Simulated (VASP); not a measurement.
Input of a VASP 6.6.1 run:

File POSCAR:

```
Ta
1.0
    2.9003720726      0.0000000000      0.0000000000
   -1.4501860363      2.5117958953      0.0000000000
    0.0000000000      0.0000000000      5.1662740000
Ta
2
Direct
    0.5770893246      0.1541786493      0.7500000000
    0.3333333333      0.6666666667      0.2500000000
```

Contents of INCAR.step1:

```
SYSTEM = Ta
PREC = Accurate
ENCUT = 520
ISMEAR = 0
SIGMA = 0.15
LREAL = .False.
LASPH = .True.
NELM = 60
NBANDS = 18
GGA = PE
ALGO = Normal
EDIFF = 1E-4
LWAVE = .True.
LCHARG = .False.
```

INCAR.step2

```
SYSTEM = Ta
PREC = Accurate
ENCUT = 520
EDIFF = 1E-7
ISMEAR = 0
SIGMA = 0.15
LREAL = .False.
LASPH = .True.
NELM = 60
ALGO = Normal
ISIF = 2
LWAVE = .False.
LCHARG = .False.
METAGGA = R2SCAN
LMIXTAU = .True.
NBANDS = 18
ISTART = 1
```

Contents of KPOINTS:

```
regular mesh
0
Gamma
  18 18 10
  0 0 0
```

Potentials or basis: VASP PAW PBE potentials, release 64 (Ta_pv).

Run with:

```bash
$ cat potpaw_PBE.64/Ta_pv/POTCAR > POTCAR
$ cp INCAR.step1 INCAR
$ mpirun -np 1 vasp_std > vasp.out
$ cp INCAR.step2 INCAR
$ mpirun -np 1 vasp_std > vasp.out
```

(1) Predict the largest force.

(2) Predict the band gap on the k mesh.

(3) What does it give for the pressure?

Results:

(1) 0.312 eV/Å.

(2) zero (bands 11 and 12 overlap by 2.78 eV).

(3) -2.1 GPa.

Caveat: the cell differs from its parent crystal (atom 1 (Ta) moved by (-0.450, +0.000) A along y and z); the stress differs along the axes, from -8 to 7 GPa; the PAW data sets were made with another functional, which shifts forces and pressure a little; spin-orbit coupling is left out, which moves the levels of the heavy elements.
